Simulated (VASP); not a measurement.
# CrO2 (Cmm2) in VASP: single point with PBE+U

Aim: the single point of CrO2 with PBE+U.

Program: VASP 6.6.1. These are calculated values, not measurements. Logs are shortened: lines on timing, memory, paths and dates and some standing lists are left out, and cuts for length are marked.

**1. The cell of the first run**

The structure is orthorhombic, space group Cmm2 (No. 35). Conventional cell: a = 6.252 Å, b = 6.252 Å, c = 2.917 Å, α = 90.00°, β = 90.00°, γ = 90.00°. Cr (site symmetry mm2) has 6 O at 1.88 to 1.92 Å within 2.5 Å. Within 2.4 Å of Cr (site symmetry mm2) lie 6 O at 1.82 to 2.02 Å. O (site symmetry m) has 3 Cr at 1.82 to 2.02 Å and 1 O at 2.49 Å within 2.5 Å. O (site symmetry m) has 3 Cr at 1.89 to 1.92 Å and 1 O at 2.49 Å within 2.5 Å.

**2. Single point, PBE+U, collinear spin, antiferromagnetic start**

INCAR reads:

```
  PREC = Accurate
  ENCUT = 520
  EDIFF = 1E-6
  ISMEAR = -1
  SIGMA = 0.1
  LREAL = False
  LASPH = True
  NELM = 150
  ALGO = Normal
  ISIF = 2
  LWAVE = False
  LCHARG = False
  ISPIN = 2
  MAGMOM = 2.1 -2.1 0 0 0 0
  LORBIT = 11
  LMAXMIX = 4
  LDAU = True
  LDAUTYPE = 1
  LDAUL = 2 -1
  LDAUU = 2.9 0
  LDAUJ = 0.9 0
  LDAUPRINT = 1
  GGA = PE
  NBANDS = 37
```

KPOINTS reads:

```
regular mesh
0
Gamma
  4 4 6
```

POSCAR reads:

```
CrO2
1.0
    4.4210000000      0.0000000000      0.0000000000
    0.0000000000      4.4210000000      0.0000000000
    0.0000000000      0.0000000000      2.9170000000
Cr O
2 4
Direct
    0.0000000000      0.0000000000      0.0000000000
    0.5000000000      0.5000000000      0.5450000000
    0.3010000000      0.3010000000      0.0000000000
    0.1990000000      0.8010000000      0.5000000000
    0.6990000000      0.6990000000      0.0000000000
    0.8010000000      0.1990000000      0.5000000000
```

Potentials or basis: VASP PAW PBE potentials, release 64 (Cr_pv, O).

On the command line:

```console
$ cat potpaw_PBE.64/Cr_pv/POTCAR potpaw_PBE.64/O/POTCAR > POTCAR
$ mpirun -np 1 vasp_std > vasp.out
```

OUTCAR:

```text
PREC = Accurate
   ENCUT = 520
   EDIFF = 1E-6
   ISMEAR = -1
   LREAL = False
   LASPH = True
   NELM = 150
   ISIF = 2
   ISPIN = 2
   LORBIT = 11
   GGA = PE

 ion  position               nearest neighbor table
   1  0.000  0.000  0.000-   3 1.88   5 1.88   4 1.92   6 1.92   4 1.92   6 1.92
   2  0.500  0.500  0.545-   3 1.82   5 1.82   4 1.89   6 1.89   3 2.02   5 2.02
   3  0.301  0.301  0.000-   2 1.82   1 1.88   2 2.02
   4  0.199  0.801  0.500-   2 1.89   1 1.92   1 1.92
   5  0.699  0.699  0.000-   2 1.82   1 1.88   2 2.02
   6  0.801  0.199  0.500-   2 1.89   1 1.92   1 1.92

  LATTYP: Found a simple tetragonal cell.
 ALAT       =     4.4210000000
 C/A-ratio  =     0.6598054739

  Lattice vectors:

 A1 = (   4.4210000000,   0.0000000000,   0.0000000000)
 A2 = (   0.0000000000,   4.4210000000,   0.0000000000)
 A3 = (   0.0000000000,   0.0000000000,   2.9170000000)

Analysis of symmetry for initial positions (statically):
=====================================================================
 Subroutine PRICEL returns:
 Original cell was already a primitive cell.

 Routine SETGRP: Setting up the symmetry group for a
 simple tetragonal supercell.

 Subroutine GETGRP returns: Found  4 space group operations
 (whereof  4 operations were pure point group operations)
 out of a pool of 16 trial point group operations.

The static configuration has the point symmetry C_2v.

Analysis of symmetry for dynamics (positions and initial velocities):
=====================================================================
 Subroutine PRICEL returns:
 Original cell was already a primitive cell.

 Routine SETGRP: Setting up the symmetry group for a
 simple tetragonal supercell.

 Subroutine GETGRP returns: Found  4 space group operations
 (whereof  4 operations were pure point group operations)
 out of a pool of 16 trial point group operations.

The dynamic configuration has the point symmetry C_2v.

Analysis of structural, dynamic, and magnetic symmetry:
=====================================================================
 Subroutine PRICEL returns:
 Original cell was already a primitive cell.

 Routine SETGRP: Setting up the symmetry group for a
 simple tetragonal supercell.

 Subroutine GETGRP returns: Found  4 space group operations
 (whereof  4 operations were pure point group operations)
 out of a pool of 16 trial point group operations.

The overall configuration has the point symmetry C_2v.

 Subroutine INISYM returns: Found  4 space group operations
 (whereof  4 operations are pure point group operations),
 and found     1 'primitive' translations

----------------------------------------------------------------------------------------

                                     Primitive cell

  volume of cell :      57.0135

  direct lattice vectors                    reciprocal lattice vectors
     4.421000000  0.000000000  0.000000000     0.226193169  0.000000000  0.000000000
     0.000000000  4.421000000  0.000000000     0.000000000  0.226193169  0.000000000
     0.000000000  0.000000000  2.917000000     0.000000000  0.000000000  0.342817964

  length of vectors
     4.421000000  4.421000000  2.917000000     0.226193169  0.226193169  0.342817964

  position of ions in fractional coordinates (direct lattice)
[... 154 lines left out ...]
  o =  0.0972  v =  0.0000  0.0000  0.0000  0.0000  0.0000  0.0000 -0.7071  0.0000 -0.7071  0.0000      0.0000  0.0000  0.0000  0.0000  0.0000  0.0000  0.0000  0.0000  0.0000  0.0000
  o =  0.1972  v =  0.0000  0.0000  0.0000  0.0000  0.0000 -0.0000  0.0000 -0.0000  0.0000 -1.0000      0.0000  0.0000  0.0000  0.0000  0.0000  0.0000  0.0000  0.0000  0.0000  0.0000
  o =  0.3478  v =  0.0000  0.0000  0.0000  0.0000  0.0000  0.0000 -0.7071  0.0000  0.7071  0.0000      0.0000  0.0000  0.0000  0.0000  0.0000  0.0000  0.0000  0.0000  0.0000  0.0000
  o =  0.3513  v =  0.0000  0.7071  0.0000 -0.7071  0.0000  0.0000  0.0000  0.0000  0.0000  0.0000      0.0000  0.0000  0.0000  0.0000  0.0000  0.0000  0.0000  0.0000  0.0000  0.0000
  o =  0.3651  v =  0.0000  0.0000  0.0000  0.0000  0.0000 -0.8456  0.0000  0.5338  0.0000  0.0000      0.0000  0.0000  0.0000  0.0000  0.0000  0.0000  0.0000  0.0000  0.0000  0.0000
  o =  0.3699  v =  0.0000  0.0000 -0.0000  0.0000 -1.0000  0.0000  0.0000  0.0000  0.0000  0.0000      0.0000  0.0000  0.0000  0.0000  0.0000  0.0000  0.0000  0.0000  0.0000  0.0000
  o =  0.3845  v = -0.7793  0.0000  0.6266  0.0000 -0.0000  0.0000  0.0000  0.0000  0.0000  0.0000      0.0000  0.0000  0.0000  0.0000  0.0000  0.0000  0.0000  0.0000  0.0000  0.0000
  o =  0.8982  v =  0.0000  0.7071  0.0000  0.7071  0.0000  0.0000  0.0000  0.0000  0.0000  0.0000      0.0000  0.0000  0.0000  0.0000  0.0000  0.0000  0.0000  0.0000  0.0000  0.0000
  o =  0.9504  v = -0.6266  0.0000 -0.7793  0.0000  0.0000  0.0000  0.0000  0.0000  0.0000  0.0000      0.0000  0.0000  0.0000  0.0000  0.0000  0.0000  0.0000  0.0000  0.0000  0.0000

atom =   2  type =  1  l = 2

 onsite density matrix

spin component  1

  0.2969  0.0000  0.1266  0.0000  0.0000
  0.0000  0.2364  0.0000  0.1261  0.0000
  0.1266  0.0000  0.1570  0.0000 -0.0000
  0.0000  0.1261  0.0000  0.2364  0.0000
  0.0000  0.0000 -0.0000  0.0000  0.2530

spin component  2

  0.6131  0.0000 -0.2770  0.0000  0.0000
  0.0000  0.6336  0.0000 -0.2741  0.0000
 -0.2770  0.0000  0.7267  0.0000  0.0000
  0.0000 -0.2741  0.0000  0.6336  0.0000
  0.0000  0.0000  0.0000  0.0000  0.2735

 occupancies and eigenvectors

  o =  0.0823  v = -0.5081  0.0000  0.8613  0.0000  0.0000  0.0000  0.0000  0.0000  0.0000  0.0000      0.0000  0.0000  0.0000  0.0000  0.0000  0.0000  0.0000  0.0000  0.0000  0.0000
  o =  0.1103  v =  0.0000  0.7071  0.0000 -0.7071  0.0000  0.0000  0.0000  0.0000  0.0000  0.0000      0.0000  0.0000  0.0000  0.0000  0.0000  0.0000  0.0000  0.0000  0.0000  0.0000
  o =  0.2530  v = -0.0000  0.0000  0.0000  0.0000 -1.0000  0.0000  0.0000  0.0000  0.0000  0.0000      0.0000  0.0000  0.0000  0.0000  0.0000  0.0000  0.0000  0.0000  0.0000  0.0000
  o =  0.2735  v =  0.0000  0.0000  0.0000  0.0000  0.0000  0.0000  0.0000  0.0000  0.0000 -1.0000      0.0000  0.0000  0.0000  0.0000  0.0000  0.0000  0.0000  0.0000  0.0000  0.0000
  o =  0.3595  v =  0.0000  0.0000  0.0000  0.0000  0.0000  0.0000  0.7071  0.0000  0.7071  0.0000      0.0000  0.0000  0.0000  0.0000  0.0000  0.0000  0.0000  0.0000  0.0000  0.0000
  o =  0.3625  v =  0.0000  0.7071  0.0000  0.7071  0.0000  0.0000  0.0000  0.0000  0.0000  0.0000      0.0000  0.0000  0.0000  0.0000  0.0000  0.0000  0.0000  0.0000  0.0000  0.0000
  o =  0.3716  v = -0.8613  0.0000 -0.5081  0.0000  0.0000  0.0000  0.0000  0.0000  0.0000  0.0000      0.0000  0.0000  0.0000  0.0000  0.0000  0.0000  0.0000  0.0000  0.0000  0.0000
  o =  0.3871  v =  0.0000  0.0000  0.0000  0.0000  0.0000 -0.7749  0.0000 -0.6321  0.0000  0.0000      0.0000  0.0000  0.0000  0.0000  0.0000  0.0000  0.0000  0.0000  0.0000  0.0000
  o =  0.9076  v =  0.0000  0.0000  0.0000  0.0000  0.0000  0.0000  0.7071  0.0000 -0.7071  0.0000      0.0000  0.0000  0.0000  0.0000  0.0000  0.0000  0.0000  0.0000  0.0000  0.0000
  o =  0.9526  v =  0.0000  0.0000  0.0000  0.0000  0.0000 -0.6321  0.0000  0.7749  0.0000  0.0000      0.0000  0.0000  0.0000  0.0000  0.0000  0.0000  0.0000  0.0000  0.0000  0.0000

 number of electron      48.0000024 magnetization       0.0929440

 Free energy of the ion-electron system (eV)
  ---------------------------------------------------
  ext. energy  EPLUGINS =         0.00000000
  ---------------------------------------------------
  free energy    TOTEN  =       -46.90139224 eV

  energy without entropy =      -46.86644011  energy(sigma->0) =      -46.88391617

 E-fermi :   5.4086     XC(G=0): -11.9101

 val. band max:        5.3664000091   @ k =  -0.2500   0.2500   0.5000
 cond. band min:       5.4647598952   @ k =   0.2500   0.2500   0.3333
 fundamental gap:      0.0983598861
 Fermi energy:         5.4085820755

 spin component 1

 k-point     1 :       0.0000    0.0000    0.0000
  band No.  band energies     occupation
      1     -39.2513      1.00000
      2     -39.2219      1.00000
      3     -39.0771      1.00000
      4     -37.6676      1.00000
      5     -37.5195      1.00000
      6     -36.7965      1.00000
[... 1865 lines left out ...]
     35      17.9309      0.00000
     36      17.9948      0.00000

 [... further k-points ...]

 [bands above 36 left out]

------------------------ aborting loop because EDIFF is reached ----------------------------------------

  FORCE on cell =-STRESS in cart. coord.  units (eV):
  Direction    XX          YY          ZZ          XY          YZ          ZX
  --------------------------------------------------------------------------------------
  -------------------------------------------------------------------------------------
  Total        2.3300225      2.3300225      4.4645032      0.6146231      0.0000000      0.0000000
  in kB       65.4776742     65.4776742    125.4602831     17.2719763      0.0000000      0.0000000
  external PRESSURE =      85.4718772 kB  Pullay stress =       0.0000000 kB

 VOLUME and BASIS-vectors are now :
 -----------------------------------------------------------------------------
  energy-cutoff  :      520.00
  volume of cell :       57.01
      direct lattice vectors                 reciprocal lattice vectors
     4.421000000  0.000000000  0.000000000     0.226193169  0.000000000  0.000000000
     0.000000000  4.421000000  0.000000000     0.000000000  0.226193169  0.000000000
     0.000000000  0.000000000  2.917000000     0.000000000  0.000000000  0.342817964

 POSITION                                       TOTAL-FORCE (eV/Angst)
 -----------------------------------------------------------------------------------
      0.00000      0.00000      0.00000         0.000000     -0.000000     -0.120880
      2.21050      2.21050      1.58977         0.000000     -0.000000     -2.190874
      1.33072      1.33072      0.00000        -0.313857     -0.313857      0.910263
      0.87978      3.54122      1.45850         0.232357     -0.232357      0.245614
      3.09028      3.09028      0.00000         0.313857      0.313857      0.910263
      3.54122      0.87978      1.45850        -0.232357      0.232357      0.245614
 -----------------------------------------------------------------------------------
    total drift:                               -0.000000     -0.000000     -0.000339

  FREE ENERGIE OF THE ION-ELECTRON SYSTEM (eV)
  ---------------------------------------------------
  free  energy   TOTEN  =       -46.9013922395 eV

  energy  without entropy=      -46.8664401094  energy(sigma->0) =      -46.88391617

 total charge

# of ion       s       p       d       tot
------------------------------------------
    1        0.371   6.470   3.993  10.834
    2        0.381   6.478   4.021  10.879
    3        1.572   3.481   0.000   5.054
    4        1.571   3.476   0.000   5.047
    5        1.572   3.481   0.000   5.054
    6        1.571   3.476   0.000   5.047
--------------------------------------------------
tot          7.038  26.863   8.014  41.914

 magnetization (x)

# of ion       s       p       d       tot
------------------------------------------
    1        0.012   0.016   1.876   1.904
    2       -0.009  -0.013  -1.699  -1.722
    3       -0.000  -0.029   0.000  -0.029
    4       -0.001  -0.011   0.000  -0.011
    5       -0.000  -0.029   0.000  -0.029
    6       -0.001  -0.011   0.000  -0.011
--------------------------------------------------
tot          0.001  -0.076   0.177   0.102
```

Wall time 53 s (1 thread of Intel Xeon 6975P-C (Granite Rapids), shared host); peak memory 0.24 GiB.

What came out:

```
Free energy                                           : -46.9014 eV
Pressure                                              : 8.5 GPa
Largest force                                         : 2.191 eV/Å
Net moment                                            : 0.09 μB per cell
Site moments                                          : Cr +1.90, -1.72; O -0.03, -0.01 (each value once) μB
Valence electrons inside the program's atomic spheres : Cr 10.83, 10.88; O 5.05
```

Forces in eV/Å, atoms in the order of the input:
```
Cr   0.000  0.000 -0.121
Cr   0.000  0.000 -2.191
O   -0.314 -0.314  0.910
O    0.232 -0.232  0.246
O    0.314  0.314  0.910
O   -0.232  0.232  0.246
```

Eigenvalues of the final occupation matrices:
| site | spin | trace | eigenvalues |
| --- | --- | --- | --- |
| site 1 d | 1 | 2.95 | 0.35 0.37 0.38 0.90 0.95 |
| site 1 d | 2 | 1.08 | 0.07 0.10 0.20 0.35 0.37 |
| site 2 d | 1 | 1.18 | 0.08 0.11 0.25 0.36 0.37 |
| site 2 d | 2 | 2.88 | 0.27 0.36 0.39 0.91 0.95 |

Caveat: the stress differs along the axes, from 7 to 13 GPa; forces of over 1 eV/Å act on the atoms, so gaps and moduli don't describe the material at rest.
